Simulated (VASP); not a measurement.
# Ru (P6_3/mmc) in VASP: further runs

The runs below take Ru through single point, with PBE.

Program: VASP 6.6.1. These are calculated values, not measurements. Logs are shortened: lines on timing, memory, paths and dates and some standing lists are left out, and cuts for length are marked.

### Step 1. The cell of the first run

It takes space group P6_3/mmc (No. 194, hexagonal). The conventional cell has a = 2.529 Å, b = 2.529 Å, c = 4.812 Å, α = 90.00°, β = 90.00°, γ = 120.00°. Within 3.3 Å of Ru (site symmetry -6m2) lie 12 Ru at 2.53 to 2.81 Å.

### Step 2. Single point, PBE

INCAR

```
PREC = Accurate ; ENCUT = 520
EDIFF = 1E-6 ; ISMEAR = 0
SIGMA = 0.15 ; LREAL = False
LASPH = True ; NELM = 80
ALGO = Fast ; ISIF = 2
LWAVE = False ; LCHARG = False
GGA = PE ; NBANDS = 21
```

KPOINTS

```
Automatic mesh
0
Gamma
  18 18 10
```

POSCAR

```
Ru
1.0
    2.5294000000      0.0000000000      0.0000000000
   -1.2647000000      2.1905246563      0.0000000000
    0.0000000000      0.0000000000      4.8123000000
Ru
2
Direct
    0.3333333333      0.6666666667      0.2500000000
    0.6666666667      0.3333333333      0.7500000000
```

Potentials or basis: VASP PAW PBE potentials, release 64 (Ru_pv).

On the command line:

```sh
$ cat potpaw_PBE.64/Ru_pv/POTCAR > POTCAR
$ mpirun -np 1 vasp_std > vasp.out
```

OUTCAR:

```text
PREC = Accurate
   ENCUT = 520
   EDIFF = 1E-6
   ISMEAR = 0
   LREAL = False
   LASPH = True
   NELM = 80
   ISIF = 2
   GGA = PE

 ion  position               nearest neighbor table
   1  0.333  0.667  0.250-   2 2.81   2 2.81   2 2.81   2 2.81   2 2.81   2 2.81
   2  0.667  0.333  0.750-   1 2.81   1 2.81   1 2.81   1 2.81   1 2.81   1 2.81

  LATTYP: Found a hexagonal cell.
 ALAT       =     2.5294000000
 C/A-ratio  =     1.9025460584

  Lattice vectors:

 A1 = (   2.5294000000,   0.0000000000,   0.0000000000)
 A2 = (  -1.2647000000,   2.1905246563,   0.0000000000)
 A3 = (   0.0000000000,   0.0000000000,   4.8123000000)

Analysis of symmetry for initial positions (statically):
=====================================================================
 Subroutine PRICEL returns:
 Original cell was already a primitive cell.

 Routine SETGRP: Setting up the symmetry group for a
 hexagonal supercell.

 Subroutine GETGRP returns: Found 24 space group operations
 (whereof 12 operations were pure point group operations)
 out of a pool of 24 trial point group operations.

The static configuration has the point symmetry D_3d.
 The point group associated with its full space group is D_6h.

Analysis of symmetry for dynamics (positions and initial velocities):
=====================================================================
 Subroutine PRICEL returns:
 Original cell was already a primitive cell.

 Routine SETGRP: Setting up the symmetry group for a
 hexagonal supercell.

 Subroutine GETGRP returns: Found 24 space group operations
 (whereof 12 operations were pure point group operations)
 out of a pool of 24 trial point group operations.

The dynamic configuration has the point symmetry D_3d.
 The point group associated with its full space group is D_6h.

 Subroutine INISYM returns: Found 24 space group operations
 (whereof 12 operations are pure point group operations),
 and found     1 'primitive' translations

----------------------------------------------------------------------------------------

                                     Primitive cell

  volume of cell :      26.6636

  direct lattice vectors                    reciprocal lattice vectors
     2.529400000  0.000000000  0.000000000     0.395350676  0.228255819  0.000000000
    -1.264700000  2.190524656  0.000000000     0.000000000  0.456511638  0.000000000
     0.000000000  0.000000000  4.812300000     0.000000000  0.000000000  0.207800844

  length of vectors
     2.529400000  2.529400000  4.812300000     0.456511638  0.456511638  0.207800844

  position of ions in fractional coordinates (direct lattice)
     0.333333333  0.666666667  0.250000000
     0.666666667  0.333333333  0.750000000

  ion indices of the primitive-cell ions
   primitive index   ion index
                 1           1
                 2           2

----------------------------------------------------------------------------------------

 KPOINTS: Automatic mesh

Automatic generation of k-mesh.
 Grid dimensions read from file:
 generate k-points for:   18   18   10

 Generating k-lattice:

  Cartesian coordinates                     Fractional coordinates (reciprocal lattice)
     0.021963926  0.012680879  0.000000000     0.055555556  0.000000000  0.000000000
     0.000000000  0.025361758  0.000000000     0.000000000  0.055555556  0.000000000
     0.000000000  0.000000000  0.020780084     0.000000000  0.000000000  0.100000000

  Length of vectors
     0.025361758  0.025361758  0.020780084

  Shift w.r.t. Gamma in fractional coordinates (k-lattice)
     0.000000000  0.000000000  0.000000000

 Subroutine IBZKPT returns following result:
 ===========================================

 Found    222 irreducible k-points:

 Following reciprocal coordinates:
            Coordinates               Weight
  0.000000  0.000000  0.000000      1.000000
  0.055556  0.000000  0.000000      6.000000
  0.111111  0.000000  0.000000      6.000000
  0.166667 -0.000000  0.000000      6.000000
  0.222222  0.000000  0.000000      6.000000
  0.277778  0.000000  0.000000      6.000000
[... 16 lines left out ...]
  0.333333  0.111111  0.000000     12.000000
  0.388889  0.111111  0.000000     12.000000
 [... further k-points ...]
   k-points           NKPTS =    222   k-points in BZ     NKDIM =    222   number of bands    NBANDS=     21
   number of dos      NEDOS =    301   number of ions     NIONS =      2
   total plane-waves  NPLWV =  14400
   dimension x,y,z NGX =    20 NGY =   20 NGZ =   36
   dimension x,y,z NGXF=    40 NGYF=   40 NGZF=   72
   ions per type =               2
   NGX,Y,Z   is equivalent  to a cutoff of  13.15, 13.15, 12.44 a.u.
   NGXF,Y,Z  is equivalent  to a cutoff of  26.29, 26.29, 24.87 a.u.
 SYSTEM =  unknown system
   PREC   = accura    normal or accurate (medium, high low for compatibility)
   ISTART =      0    job   : 0-new  1-cont  2-samecut
   ICHARG =      2    charge: 1-file 2-atom 10-const
   ISPIN  =      1    spin polarized calculation?
   LNONCOLLINEAR =      F non collinear calculations
   LSORBIT =      F    spin-orbit coupling
   LASPH  =      T    aspherical Exc in radial PAW
   ENCUT  =  520.0 eV  38.22 Ry    6.18 a.u.   4.70  4.70  8.95*2*pi/ulx,y,z
   NELM   =     80;   NELMIN=  2; NELMDL= -5     # of ELM steps
   EDIFF  = 0.1E-05   stopping-criterion for ELM
   LREAL  =      F    real-space projection
   EDIFFG = 0.1E-04   stopping-criterion for IOM
   NSW    =      0    number of steps for IOM
   IBRION =     -1    ionic relax: 0-MD 1-quasi-New 2-CG
   NFREE  =      0    steps in history (QN), initial steepest desc. (CG)
   ISIF   =      2    stress and relaxation
   ISYM   =      2    0-nonsym 1-usesym 2-fastsym
   POTIM  = 0.5000    time-step for ionic-motion
   TEBEG  =    0.0;   TEEND  =   0.0 temperature during run
   PSTRESS=    0.0 pullay stress
   NELECT =      28.0000    total number of electrons
   NUPDOWN=      -1.0000    fix difference up-down
   EMIN   =  10.00;   EMAX   =-10.00  energy-range for DOS
   EFERMI =   0.00;   METHOD = LEGACY
   ISMEAR =     0;   SIGMA  =   0.15  broadening in eV -4-tet -1-fermi 0-gaus
   EFERMI_NEDOS =   21; number of points for ismear=-14 and -15
   IALGO  =     68    algorithm
   IMIX   =      4    mixing-type and parameters
     AMIX     =   0.40;   BMIX     =  1.00
     AMIX_MAG =   1.60;   BMIX_MAG =  1.00
  volume/ion in A,a.u.               =      13.33        89.97
  Fermi-wavevector in a.u.,A,eV,Ry     =   1.664005  3.144514 37.673360  2.768914
  Thomas-Fermi vector in A             =   2.750624
   LORBIT       =      0    0 simple, 1 ext, 2 COOP (PROOUT), +10 PAW based schemes
   GGA     = PE    functional components
   LHFCALC =     F    Hartree Fock is set to
   AEXX    =    0.0000 exact exchange contribution
   IVDW    =     0    specifies the selected vdW correction
   LEPSILON=     F    determine dielectric tensor
   LRPA    =     F    only Hartree local field effects (RPA)
 non-spin polarized calculation
 RMM-DIIS sequential band-by-band and
 Gauss-broadening in eV      SIGMA  =   0.15
  energy-cutoff  :      520.00
  volume of cell :       26.66
 maximum number of plane-waves:       738
 NGX is ok and might be reduce to    20
   NGX =  9   NGY =  9   NGZ = 17

 number of electron      27.9999999 magnetization

 Free energy of the ion-electron system (eV)
  ---------------------------------------------------
  ext. energy  EPLUGINS =         0.00000000
  ---------------------------------------------------
  free energy    TOTEN  =       -17.51177246 eV

  energy without entropy =      -17.48539445  energy(sigma->0) =      -17.49858345

 E-fermi :  13.2190     XC(G=0): -14.2017

 val. band max:       13.2083899021   @ k =   0.1111   0.0000   0.3000
 cond. band min:      13.2250654732   @ k =   0.0556   0.0556   0.2000
 fundamental gap:      0.0166755711
 Fermi energy:        13.2190220257

 k-point     1 :       0.0000    0.0000    0.0000
  band No.  band energies     occupation
      1     -30.2507      2.00000
      2     -29.5084      2.00000
      3     -29.2250      2.00000
      4     -29.2250      2.00000
      5     -29.1650      2.00000
      6     -29.1650      2.00000
[... 13 lines left out ...]
     20      23.7147      0.00000
     21      23.7158      0.00000

 k-point     2 :       0.0556    0.0000    0.0000
  band No.  band energies     occupation
      1     -30.2394      2.00000
      2     -29.5072      2.00000
      3     -29.2689      2.00000
      4     -29.2361      2.00000
      5     -29.2093      2.00000
      6     -29.1738      2.00000
[... 13 lines left out ...]
     20      23.7147      0.00000
     21      23.7152      0.00000

 k-point     3 :       0.1111    0.0000    0.0000
  band No.  band energies     occupation
      1     -30.2064      2.00000
      2     -29.5041      2.00000
      3     -29.3948      2.00000
      4     -29.3358      2.00000
      5     -29.2680      2.00000
      6     -29.1993      2.00000
[... 13 lines left out ...]
     20      23.7147      0.00000
     21      23.7151      0.00000

 k-point     4 :       0.1667   -0.0000    0.0000
  band No.  band energies     occupation
      1     -30.1545      2.00000
      2     -29.5860      2.00000
      3     -29.5258      2.00000
      4     -29.5006      2.00000
      5     -29.3161      2.00000
      6     -29.2388      2.00000
[... 13 lines left out ...]
     20      23.7146      0.00000
     21      23.7151      0.00000

 k-point     5 :       0.2222    0.0000    0.0000
  band No.  band energies     occupation
      1     -30.0878      2.00000
      2     -29.8174      2.00000
      3     -29.7532      2.00000
      4     -29.4989      2.00000
      5     -29.3740      2.00000
      6     -29.2875      2.00000
[... 13 lines left out ...]
     20      23.7146      0.00000
     21      23.7150      0.00000

 k-point     6 :       0.2778    0.0000    0.0000
  band No.  band energies     occupation
      1     -30.0599      2.00000
      2     -30.0119      2.00000
      3     -29.9891      2.00000
      4     -29.5015      2.00000
      5     -29.4346      2.00000
      6     -29.3394      2.00000
[... 13 lines left out ...]
     20      23.7145      0.00000
     21      23.7148      0.00000

 k-point     7 :       0.3333    0.0000    0.0000
  band No.  band energies     occupation
      1     -30.2840      2.00000
      2     -30.2056      2.00000
      3     -29.9339      2.00000
      4     -29.5104      2.00000
      5     -29.4908      2.00000
      6     -29.3882      2.00000
[... 13 lines left out ...]
     20      23.7141      0.00000
     21      26.3487      0.00000
[... 291 lines left out ...]
      1     -30.0608      2.00000
      2     -29.8589      2.00000
      3     -29.8297      2.00000
      4     -29.4991      2.00000
      5     -29.4165      2.00000
      6     -29.3489      2.00000
[... 13 lines left out ...]
     20      23.7146      0.00000
     21      23.7149      0.00000

 k-point    21 :       0.2222    0.1111    0.0000
  band No.  band energies     occupation
      1     -30.0726      2.00000
      2     -30.0268      2.00000
      3     -29.9877      2.00000
      4     -29.5032      2.00000
      5     -29.4947      2.00000
      6     -29.4155      2.00000
[... 13 lines left out ...]
     20      23.7144      0.00000
     21      23.7148      0.00000

 k-point    22 :       0.2778    0.1111    0.0000
  band No.  band energies     occupation
      1     -30.2710      2.00000
      2     -30.2074      2.00000
      3     -29.9122      2.00000
      4     -29.5687      2.00000
      5     -29.5137      2.00000
      6     -29.4773      2.00000
[... 13 lines left out ...]
     20      23.7145      0.00000
     21      26.2154      0.00000

 k-point    23 :       0.3333    0.1111    0.0000
  band No.  band energies     occupation
      1     -30.4305      2.00000
      2     -30.3526      2.00000
      3     -29.8419      2.00000
      4     -29.6285      2.00000
      5     -29.5307      2.00000
      6     -29.5274      2.00000
[... 13 lines left out ...]
     20      23.7138      0.00000
     21      24.8795      0.00000

 k-point    24 :       0.3889    0.1111    0.0000
  band No.  band energies     occupation
      1     -30.5334      2.00000
      2     -30.4465      2.00000
      3     -29.7876      2.00000
      4     -29.6672      2.00000
      5     -29.5600      2.00000
      6     -29.5502      2.00000
[... 13 lines left out ...]
     20      23.7956      0.00000
     21      24.7950      0.00000

 [... further k-points ...]
[... 5 lines left out ...]
  --------------------------------------------------------------------------------------
  -------------------------------------------------------------------------------------
  Total        8.5526295      8.5526295     -5.4107134      0.0000000      0.0000000      0.0000000
  in kB      513.9157009    513.9157009   -325.1223017      0.0000000      0.0000000      0.0000000
  external PRESSURE =     234.2363667 kB  Pullay stress =       0.0000000 kB

 VOLUME and BASIS-vectors are now :
 -----------------------------------------------------------------------------
  energy-cutoff  :      520.00
  volume of cell :       26.66
      direct lattice vectors                 reciprocal lattice vectors
     2.529400000  0.000000000  0.000000000     0.395350676  0.228255819  0.000000000
    -1.264700000  2.190524656  0.000000000     0.000000000  0.456511638  0.000000000
     0.000000000  0.000000000  4.812300000     0.000000000  0.000000000  0.207800844

 POSITION                                       TOTAL-FORCE (eV/Angst)
 -----------------------------------------------------------------------------------
     -0.00000      1.46035      1.20307        -0.000000      0.000000      0.000000
      1.26470      0.73017      3.60922         0.000000     -0.000000      0.000000
 -----------------------------------------------------------------------------------
    total drift:                               -0.000000      0.000000     -0.000000

  FREE ENERGIE OF THE ION-ELECTRON SYSTEM (eV)
  ---------------------------------------------------
  free  energy   TOTEN  =       -17.5117724599 eV

  energy  without entropy=      -17.4853944467  energy(sigma->0) =      -17.49858345
```

Run time: 81 s. Hardware: 1 thread of Intel Xeon Platinum 8488C (Sapphire Rapids), shared host; peak memory 0.21 GiB.

What came out:

```yaml
Free_energy: -17.5118 eV
Pressure: 23.4 GPa
Band_gap_on_the_k_mesh: zero (bands 14 and 15 overlap by 2.36 eV)
```

Stress tensor (GPa, compression positive):
```
 51.39   0.00   0.00
  0.00  51.39   0.00
  0.00   0.00 -32.51
```

Caveat: the cell stands under pressure.

### Step 3. Single point, PBE

This run uses another cell than the first one, of 13.51 Å³/atom.

INCAR

```
  PREC = Accurate
  ENCUT = 520
  EDIFF = 1E-6
  ISMEAR = 0
  SIGMA = 0.15
  LREAL = F
  LASPH = T
  NELM = 80
  ALGO = Fast
  ISIF = 2
  LWAVE = F
  LCHARG = F
  GGA = PE
  NBANDS = 21
```

KPOINTS

```
regular mesh
0
Gamma
  18 18 10
```

POSCAR

```
Ru
1.0
    2.5929000000      0.0000000000      0.0000000000
   -1.2964500000      2.2455172695      0.0000000000
    0.0000000000      0.0000000000      4.6404000000
Ru
2
Direct
    0.3333333333      0.6666666667      0.2500000000
    0.6666666667      0.3333333333      0.7500000000
```

Potentials or basis: VASP PAW PBE potentials, release 64 (Ru_pv).

On the command line:

```sh
$ cat potpaw_PBE.64/Ru_pv/POTCAR > POTCAR
$ mpirun -np 1 vasp_std > vasp.out
```

Run time: 73 s. Hardware: 1 thread of Intel Xeon Platinum 8488C (Sapphire Rapids), shared host; peak memory 0.21 GiB.

The run converged. Its results:

| Property | Result |
| --- | --- |
| Free energy | -18.0460 eV |
| Pressure | 10.9 GPa |
| Band gap on the k mesh | zero (bands 14 and 15 overlap by 2.69 eV) |

Stress tensor (GPa, compression positive):
```
 30.85   0.00   0.00
  0.00  30.85   0.00
  0.00   0.00 -29.06
```

Levels at points of the mesh, in eV from the Fermi level:
```csv
k point,band 10,band 11,band 12,band 13,band 14,band 15,band 16,band 17,band 18,band 19
"(0.00, 0.00, 0.00)",-2.56,-2.56,-2.13,-2.13,-0.48,-0.48,-0.02,1.24,1.24,8.60
"(0.50, 0.00, 0.00)",-2.86,-2.15,-2.04,-1.37,1.42,2.20,2.40,4.30,6.43,10.45
"(0.00, 0.00, 0.50)",-3.40,-2.52,-2.52,-2.52,-2.52,0.61,0.61,0.61,0.61,10.45
"(0.50, 0.00, 0.50)",-5.01,-0.64,-0.64,0.44,0.44,2.31,2.31,3.46,3.46,10.44
```

Caveat: the cell stands under pressure.
